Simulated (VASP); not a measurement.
A run of VASP 6.6.1 is set up as follows.

The input POSCAR:

```
NiO
1.0
    2.0842720974      2.0842720974      0.0000000000
   -2.0842720974      2.0842720974      0.0000000000
    0.0000000000      0.0000000000      4.2723689339
Ni O
2 2
Direct
    0.0000000000      0.0000000000      0.0000000000
    0.5000000000      0.5000000000      0.5000000000
    0.5000000000      0.5000000000      0.0000000000
    0.0000000000      0.0000000000      0.5000000000
```

File INCAR.step1:

```
SYSTEM = NiO
  PREC = Accurate
  ENCUT = 520
  ISMEAR = 0
  SIGMA = 0.02
  LREAL = .FALSE.
  LASPH = .TRUE.
  NELM = 150
  ISPIN = 2
  MAGMOM = 1.83 1.83 0.31 0.31
  LMAXMIX = 4
  NBANDS = 28
  GGA = PE
  ALGO = Normal
  EDIFF = 1E-4
  LWAVE = .TRUE.
  LCHARG = .FALSE.
```

Contents of INCAR.step2:

```
SYSTEM = NiO
  PREC = Accurate
  ENCUT = 520
  EDIFF = 1E-6
  ISMEAR = 0
  SIGMA = 0.02
  LREAL = .FALSE.
  LASPH = .TRUE.
  NELM = 150
  ALGO = Normal
  ISIF = 2
  LWAVE = .FALSE.
  LCHARG = .FALSE.
  ISPIN = 2
  MAGMOM = 1.83 1.83 0.31 0.31
  LORBIT = 11
  LMAXMIX = 4
  METAGGA = R2SCAN
  LMIXTAU = .TRUE.
  NBANDS = 28
  ISTART = 1
```

KPOINTS

```
regular mesh
0
G
  10 10 8
  0 0 0
```

Potentials or basis: VASP PAW PBE potentials, release 64 (Ni, O).

Command:

```console
$ cat potpaw_PBE.64/Ni/POTCAR potpaw_PBE.64/O/POTCAR > POTCAR
$ cp INCAR.step1 INCAR
$ mpirun -np 1 vasp_std > vasp.out
$ cp INCAR.step2 INCAR
$ mpirun -np 1 vasp_std > vasp.out
```

(1) Predict the site moments.

(2) What does it give for the pressure?

## Answers

(1) Ni +1.69; O +0.28 μB.

(2) -2.0 GPa.

Caveat: the stress differs along the axes, from -6 to 0 GPa; the PAW data sets were made with another functional, which shifts forces and pressure a little.
